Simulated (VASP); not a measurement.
Wanted: the native input for a VASP 6.6.1 run.

| Item | Value |
| --- | --- |
| Task | single point |
| Functional | revPBE |
| Potentials or basis | VASP PAW PBE potentials, release 64 (Zn, Re) |
| Cutoff | 520 eV |
| k mesh | 8 × 8 × 5 |
| Occupations | fermi-dirac, width 0.02 eV |
| Spin | no spin polarisation |
| Dipole correction | no |
| Further INCAR settings | ALGO = Normal; EDIFF = 1e-07; NBANDS = 16 |

The structure of ZnRe lies in POSCAR:

```
ZnRe
1.0
    2.7590400000      0.0114900000     -0.0027400000
   -1.3695700000      2.3643500000     -0.0020500000
   -0.0044800000     -0.0064700000      4.5135400000
Zn Re
1 1
Direct
    0.0077500000      0.0130000000      0.0514000000
    0.3758500000      0.7058400000      0.5251400000
```

The input as run:

INCAR

```
SYSTEM = ZnRe
  PREC = Accurate
  ENCUT = 520
  EDIFF = 1E-7
  ISMEAR = -1
  SIGMA = 0.02
  LREAL = .FALSE.
  LASPH = .TRUE.
  NELM = 80
  ALGO = Normal
  ISIF = 2
  LWAVE = .FALSE.
  LCHARG = .TRUE.
  GGA = RE
  LELF = .TRUE.
  LVHAR = .TRUE.
  NBANDS = 16
```

KPOINTS

```
regular mesh
0
G
  8 8 5
  0 0 0
```

Potentials or basis: VASP PAW PBE potentials, release 64 (Zn, Re).

Command:

```console
$ cat potpaw_PBE.64/Zn/POTCAR potpaw_PBE.64/Re/POTCAR > POTCAR
$ mpirun -np 1 vasp_std > vasp.out
```

Results of the run:

```
Pressure      : 2.0 GPa
Largest force : 1.150 eV/Å
```

Caveat: the PAW data sets were made with another functional, which shifts forces and pressure a little.

Run time: 62 s on 1 thread of Intel(R) Xeon(R) Platinum 8259CL CPU @ 2.50GHz (Skylake/Cascade Lake), on a shared host, peak memory 0.21 GiB.
